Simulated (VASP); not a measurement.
# Mg in VASP: further runs, part 2 of 4

VASP 6.6.1. Earlier steps stand in the parts before.

### 3 Electric field gradients, PBE (zz strain of -3 %)

INCAR reads:

```
PREC = Accurate
ENCUT = 520
EDIFF = 1E-8
ISMEAR = -1
SIGMA = 0.03
LREAL = False
LASPH = True
NELM = 60
ALGO = Normal
ISIF = 2
LWAVE = False
LCHARG = False
GGA = PE
LEFG = True
NBANDS = 7
```

KPOINTS reads:

```
regular mesh
0
Gamma
  16 16 16
```

POSCAR reads:

```
Mg
1.0
    0.0000000000      2.2442560000      2.1769283200
    2.2442560000      0.0000000000      2.1769283200
    2.2442560000      2.2442560000      0.0000000000
Mg
1
Direct
    0.0000000000      0.0000000000      0.0000000000
```

Potentials or basis: VASP PAW PBE potentials, release 64 (Mg).

Command:

```bash
$ cat potpaw_PBE.64/Mg/POTCAR > POTCAR
$ mpirun -np 1 vasp_std > vasp.out
```

OUTCAR:

```text
PREC = Accurate
   ENCUT = 520
   EDIFF = 1E-8
   ISMEAR = -1
   LREAL = False
   LASPH = True
   NELM = 60
   ISIF = 2
   GGA = PE

 ion  position               nearest neighbor table
   1  0.000  0.000  0.000-

  LATTYP: Found a body centered tetragonal cell.
 ALAT       =     3.1738572726
 C/A-ratio  =     1.3717871555

  Lattice vectors:

 A1 = (   0.0000000000,  -2.2442560000,  -2.1769283200)
 A2 = (   0.0000000000,   2.2442560000,  -2.1769283200)
 A3 = (   2.2442560000,   0.0000000000,   2.1769283200)

Analysis of symmetry for initial positions (statically):
=====================================================================
 Subroutine PRICEL returns:
 Original cell was already a primitive cell.

 Routine SETGRP: Setting up the symmetry group for a
 body centered tetragonal supercell.

 Subroutine GETGRP returns: Found 16 space group operations
 (whereof 16 operations were pure point group operations)
 out of a pool of 16 trial point group operations.

The static configuration has the point symmetry D_4h.

Analysis of symmetry for dynamics (positions and initial velocities):
=====================================================================
 Subroutine PRICEL returns:
 Original cell was already a primitive cell.

 Routine SETGRP: Setting up the symmetry group for a
 body centered tetragonal supercell.

 Subroutine GETGRP returns: Found 16 space group operations
 (whereof 16 operations were pure point group operations)
 out of a pool of 16 trial point group operations.

The dynamic configuration has the point symmetry D_4h.

[... 150 lines left out ...]
 k-point     1 :       0.0000    0.0000    0.0000
  band No.  band energies     occupation
      1      -4.2551      2.00000
      2      15.4487      0.00000
      3      15.4487      0.00000
      4      15.6681      0.00000
      5      17.6565      0.00000
      6      17.7189      0.00000
      7      17.7189      0.00000
[... 221 lines left out ...]
 k-point    24 :      -0.0625    0.0625    0.0000
  band No.  band energies     occupation
      1      -4.0212      2.00000
      2      13.1783      0.00000
      3      14.1817      0.00000
      4      15.6764      0.00000
      5      17.8797      0.00000
      6      17.9529      0.00000
      7      18.6237      0.00000

 [... further k-points ...]

------------------------ aborting loop because EDIFF is reached ----------------------------------------

  FORCE on cell =-STRESS in cart. coord.  units (eV):
  Direction    XX          YY          ZZ          XY          YZ          ZX
  --------------------------------------------------------------------------------------
  -------------------------------------------------------------------------------------
  Total        0.2699497      0.2699497      0.2606212      0.0000000     -0.0000000     -0.0000000
  in kB       19.7230701     19.7230701     19.0415104      0.0000000     -0.0000000     -0.0000000
  external PRESSURE =      19.4958835 kB  Pullay stress =       0.0000000 kB

 VOLUME and BASIS-vectors are now :
 -----------------------------------------------------------------------------
  energy-cutoff  :      520.00
  volume of cell :       21.93
      direct lattice vectors                 reciprocal lattice vectors
     0.000000000  2.244256000  2.176928320    -0.222790983  0.222790983  0.229681426
     2.244256000  0.000000000  2.176928320     0.222790983 -0.222790983  0.229681426
     2.244256000  2.244256000  0.000000000     0.222790983  0.222790983 -0.229681426

 POSITION                                       TOTAL-FORCE (eV/Angst)
 -----------------------------------------------------------------------------------
      0.00000      0.00000      0.00000         0.000000      0.000000      0.000000
 -----------------------------------------------------------------------------------
    total drift:                               -0.000000      0.000000     -0.000000

  FREE ENERGIE OF THE ION-ELECTRON SYSTEM (eV)
  ---------------------------------------------------
  free  energy   TOTEN  =        -1.4864941332 eV

  energy  without entropy=       -1.4854817818  energy(sigma->0) =       -1.48598796

 Electric field gradients (V/A^2)
---------------------------------------------------------------------
 ion       V_xx      V_yy      V_zz      V_xy      V_xz      V_yz
---------------------------------------------------------------------
   1      -0.496    -0.496     0.992    -0.000     0.000     0.000
---------------------------------------------------------------------

 Electric field gradients after diagonalization (V/A^2)
 (convention: |V_zz| > |V_xx| > |V_yy|)
----------------------------------------------------------------------
 ion       V_xx      V_yy      V_zz     asymmetry (V_yy - V_xx)/ V_zz
----------------------------------------------------------------------
   1      -0.496    -0.496     0.992       0.000
----------------------------------------------------------------------

           NMR quadrupolar parameters

 Cq : quadrupolar parameter    Cq=e*Q*V_zz/h
 eta: asymmetry parameters     (V_yy - V_xx)/ V_zz
 Q  : nuclear electric quadrupole moment in mb (millibarn)
----------------------------------------------------------------------
 ion       Cq(MHz)       eta       Q (mb)
----------------------------------------------------------------------
   1       0.002       0.000       1.000
----------------------------------------------------------------------
```

It took 55 s on 1 thread of Intel Xeon 8259CL, shared host; peak memory 0.18 GiB.

What came out:

* Free energy: -1.4865 eV
* Pressure: 1.9 GPa
* Band gap on the k mesh: zero (band 1 reaches 4.28 eV, above the bottom of band 2 at 1.58 eV)

Levels at points of the mesh, in eV from the Fermi level:
```
           k point  band 1  band 2  band 3  band 4
(0.00, 0.00, 0.00)   -7.11   12.60   12.60   12.81
(0.50, 0.00, 0.00)   -1.77   -1.27   11.24   11.80
(0.50, 0.50, 0.00)    0.06    1.15    5.97    6.89
(0.50, 0.00, 0.50)   -0.36    0.68    6.31    7.32
```

Electric field gradients, principal values (V/Å²):
```tsv
atom	least	middle	greatest (by size)
1 Mg	-0.496	-0.496	0.992
```

Caveat: the cell differs from its parent crystal (zz strain of -3 %); without QUAD_EFG the Cq values of the log hold for a quadrupole moment of 1 mb, not for the nuclei.

### 4 Electric field gradients, PBE (zz strain of -3 %)

INCAR reads:

```
SYSTEM = Mg
ALGO     = Normal         ! electronic algorithm
EDIFF    = 1E-8           ! SCF threshold, eV
ENCUT    = 520            ! plane-wave cutoff, eV
GGA      = PE             ! functional
ISIF     = 2              ! what is computed and relaxed
ISMEAR   = -1             ! smearing method
LASPH    = .True.         ! aspherical terms in the spheres
LCHARG   = .False.        ! write CHGCAR
LEFG     = .True.       
LREAL    = .False.        ! projectors in reciprocal space
LWAVE    = .False.        ! write WAVECAR
NBANDS   = 7              ! bands
NELM     = 100            ! most SCF steps
PREC     = Accurate       ! precision mode
SIGMA    = 0.03           ! smearing width, eV
```

KPOINTS reads:

```
k-points
0
Gamma
  16 16 16
  0 0 0
```

POSCAR is that of step 3.

Potentials or basis: VASP PAW PBE potentials, release 64 (Mg).

Command:

```bash
$ cat potpaw_PBE.64/Mg/POTCAR > POTCAR
$ mpirun -np 1 vasp_std > vasp.out
```

OUTCAR:

```text
SYSTEM = Mg
   EDIFF = 1E-8
   ENCUT = 520
   GGA = PE
   ISIF = 2
   ISMEAR = -1
   LASPH = .True.
   LREAL = .False.
   NELM = 100
   PREC = Accurate

 ion  position               nearest neighbor table
   1  0.000  0.000  0.000-

  LATTYP: Found a body centered tetragonal cell.
 ALAT       =     3.1738572726
 C/A-ratio  =     1.3717871555

  Lattice vectors:

 A1 = (   0.0000000000,  -2.2442560000,  -2.1769283200)
 A2 = (   0.0000000000,   2.2442560000,  -2.1769283200)
 A3 = (   2.2442560000,   0.0000000000,   2.1769283200)

Analysis of symmetry for initial positions (statically):
=====================================================================
 Subroutine PRICEL returns:
 Original cell was already a primitive cell.

 Routine SETGRP: Setting up the symmetry group for a
 body centered tetragonal supercell.

 Subroutine GETGRP returns: Found 16 space group operations
 (whereof 16 operations were pure point group operations)
 out of a pool of 16 trial point group operations.

The static configuration has the point symmetry D_4h.

Analysis of symmetry for dynamics (positions and initial velocities):
=====================================================================
 Subroutine PRICEL returns:
 Original cell was already a primitive cell.

 Routine SETGRP: Setting up the symmetry group for a
 body centered tetragonal supercell.

 Subroutine GETGRP returns: Found 16 space group operations
 (whereof 16 operations were pure point group operations)
 out of a pool of 16 trial point group operations.

The dynamic configuration has the point symmetry D_4h.

 Subroutine INISYM returns: Found 16 space group operations
 (whereof 16 operations are pure point group operations),
 and found     1 'primitive' translations

----------------------------------------------------------------------------------------

                                     Primitive cell

  volume of cell :      21.9290

  direct lattice vectors                    reciprocal lattice vectors
     0.000000000  2.244256000  2.176928320    -0.222790983  0.222790983  0.229681426
     2.244256000  0.000000000  2.176928320     0.222790983 -0.222790983  0.229681426
     2.244256000  2.244256000  0.000000000     0.222790983  0.222790983 -0.229681426

  length of vectors
     3.126611889  3.126611889  3.173857273     0.389904093  0.389904093  0.389904093

  position of ions in fractional coordinates (direct lattice)
     0.000000000  0.000000000  0.000000000

  ion indices of the primitive-cell ions
   primitive index   ion index
                 1           1

----------------------------------------------------------------------------------------

 KPOINTS: k-points

Automatic generation of k-mesh.
 Grid dimensions read from file:
[... 62 lines left out ...]
   LASPH  =      T    aspherical Exc in radial PAW
   ENCUT  =  520.0 eV  38.22 Ry    6.18 a.u.   5.81  5.81  5.90*2*pi/ulx,y,z
   NELM   =    100;   NELMIN=  2; NELMDL= -5     # of ELM steps
   EDIFF  = 0.1E-07   stopping-criterion for ELM
   LREAL  =      F    real-space projection
   EDIFFG = 0.1E-06   stopping-criterion for IOM
   NSW    =      0    number of steps for IOM
   IBRION =     -1    ionic relax: 0-MD 1-quasi-New 2-CG
   NFREE  =      0    steps in history (QN), initial steepest desc. (CG)
   ISIF   =      2    stress and relaxation
   ISYM   =      2    0-nonsym 1-usesym 2-fastsym
   POTIM  = 0.5000    time-step for ionic-motion
   TEBEG  =    0.0;   TEEND  =   0.0 temperature during run
   PSTRESS=    0.0 pullay stress
   NELECT =       2.0000    total number of electrons
   NUPDOWN=      -1.0000    fix difference up-down
   EMIN   =  10.00;   EMAX   =-10.00  energy-range for DOS
   EFERMI =   0.00;   METHOD = LEGACY
   ISMEAR =    -1;   SIGMA  =   0.03  broadening in eV -4-tet -1-fermi 0-gaus
   EFERMI_NEDOS =   21; number of points for ismear=-14 and -15
   IALGO  =     38    algorithm
   IMIX   =      4    mixing-type and parameters
     AMIX     =   0.40;   BMIX     =  1.00
     AMIX_MAG =   1.60;   BMIX_MAG =  1.00
  volume/ion in A,a.u.               =      21.93       147.98
  Fermi-wavevector in a.u.,A,eV,Ry     =   0.736906  1.392550  7.388370  0.543030
  Thomas-Fermi vector in A             =   1.830458
   LORBIT       =      0    0 simple, 1 ext, 2 COOP (PROOUT), +10 PAW based schemes
   GGA     = PE    functional components
[... 5 lines left out ...]
 non-spin polarized calculation
  energy-cutoff  :      520.00
  volume of cell :       21.93
 maximum number of plane-waves:       604
   NGX = 11   NGY = 11   NGZ = 11

 number of electron       2.0000000 magnetization

 Free energy of the ion-electron system (eV)
  ---------------------------------------------------
  ext. energy  EPLUGINS =         0.00000000
  ---------------------------------------------------
  free energy    TOTEN  =        -1.48649413 eV

  energy without entropy =       -1.48548178  energy(sigma->0) =       -1.48598796

 E-fermi :   2.8535     XC(G=0):  -8.6346

 val. band max:        2.8087243796   @ k =  -0.3125   0.3750   0.3125
 cond. band min:       2.8656192854   @ k =  -0.3125   0.1250   0.3750
 fundamental gap:      0.0568949058
 Fermi energy:         2.8534633721

 k-point     1 :       0.0000    0.0000    0.0000
  band No.  band energies     occupation
      1      -4.2551      2.00000
      2      15.4487      0.00000
      3      15.4487      0.00000
      4      15.6681      0.00000
      5      17.6565      0.00000
      6      17.7189      0.00000
      7      17.7189      0.00000
[... 221 lines left out ...]
 k-point    24 :      -0.0625    0.0625    0.0000
  band No.  band energies     occupation
      1      -4.0212      2.00000
      2      13.1783      0.00000
      3      14.1817      0.00000
      4      15.6764      0.00000
      5      17.8797      0.00000
      6      17.9529      0.00000
      7      18.6237      0.00000

 [... further k-points ...]

------------------------ aborting loop because EDIFF is reached ----------------------------------------

  FORCE on cell =-STRESS in cart. coord.  units (eV):
  Direction    XX          YY          ZZ          XY          YZ          ZX
  --------------------------------------------------------------------------------------
  -------------------------------------------------------------------------------------
  Total        0.2699497      0.2699497      0.2606212      0.0000000     -0.0000000     -0.0000000
  in kB       19.7230701     19.7230701     19.0415104      0.0000000     -0.0000000     -0.0000000
  external PRESSURE =      19.4958835 kB  Pullay stress =       0.0000000 kB

 VOLUME and BASIS-vectors are now :
 -----------------------------------------------------------------------------
  energy-cutoff  :      520.00
  volume of cell :       21.93
      direct lattice vectors                 reciprocal lattice vectors
     0.000000000  2.244256000  2.176928320    -0.222790983  0.222790983  0.229681426
     2.244256000  0.000000000  2.176928320     0.222790983 -0.222790983  0.229681426
     2.244256000  2.244256000  0.000000000     0.222790983  0.222790983 -0.229681426

 POSITION                                       TOTAL-FORCE (eV/Angst)
 -----------------------------------------------------------------------------------
      0.00000      0.00000      0.00000         0.000000      0.000000      0.000000
 -----------------------------------------------------------------------------------
    total drift:                               -0.000000      0.000000     -0.000000

  FREE ENERGIE OF THE ION-ELECTRON SYSTEM (eV)
  ---------------------------------------------------
  free  energy   TOTEN  =        -1.4864941332 eV

  energy  without entropy=       -1.4854817818  energy(sigma->0) =       -1.48598796

 Electric field gradients (V/A^2)
---------------------------------------------------------------------
 ion       V_xx      V_yy      V_zz      V_xy      V_xz      V_yz
---------------------------------------------------------------------
   1      -0.496    -0.496     0.992    -0.000     0.000     0.000
---------------------------------------------------------------------

 Electric field gradients after diagonalization (V/A^2)
 (convention: |V_zz| > |V_xx| > |V_yy|)
----------------------------------------------------------------------
 ion       V_xx      V_yy      V_zz     asymmetry (V_yy - V_xx)/ V_zz
----------------------------------------------------------------------
   1      -0.496    -0.496     0.992       0.000
----------------------------------------------------------------------

           NMR quadrupolar parameters

 Cq : quadrupolar parameter    Cq=e*Q*V_zz/h
 eta: asymmetry parameters     (V_yy - V_xx)/ V_zz
 Q  : nuclear electric quadrupole moment in mb (millibarn)
----------------------------------------------------------------------
 ion       Cq(MHz)       eta       Q (mb)
----------------------------------------------------------------------
   1       0.002       0.000       1.000
----------------------------------------------------------------------
```

Wall time 46 s (1 thread of Intel Xeon 8259CL, shared host); peak memory 0.18 GiB.

Results:

| Quantity | Value |
| --- | --- |
| Free energy | -1.4865 eV |
| Pressure | 1.9 GPa |
| Band gap on the k mesh | zero (band 1 reaches 4.28 eV, above the bottom of band 2 at 1.58 eV) |

Levels at points of the mesh, in eV from the Fermi level:
| k point | band 1 | band 2 | band 3 | band 4 | band 5 | band 6 |
| --- | --- | --- | --- | --- | --- | --- |
| (0.00, 0.00, 0.00) | -7.11 | 12.60 | 12.60 | 12.81 | 14.80 | 14.87 |
| (0.50, 0.00, 0.00) | -1.77 | -1.27 | 11.24 | 11.80 | 12.25 | 12.73 |
| (0.50, 0.50, 0.00) | 0.06 | 1.15 | 5.97 | 6.89 | 6.89 | 9.97 |
| (0.50, 0.00, 0.50) | -0.36 | 0.68 | 6.31 | 7.32 | 7.42 | 10.38 |

Electric field gradients, principal values (V/Å²):
| atom | least | middle | greatest (by size) |
| --- | --- | --- | --- |
| 1 Mg | -0.496 | -0.496 | 0.992 |

Caveat: the cell differs from its parent crystal (zz strain of -3 %); without QUAD_EFG the Cq values of the log hold for a quadrupole moment of 1 mb, not for the nuclei.

(Part 2 of 4 ends here.)
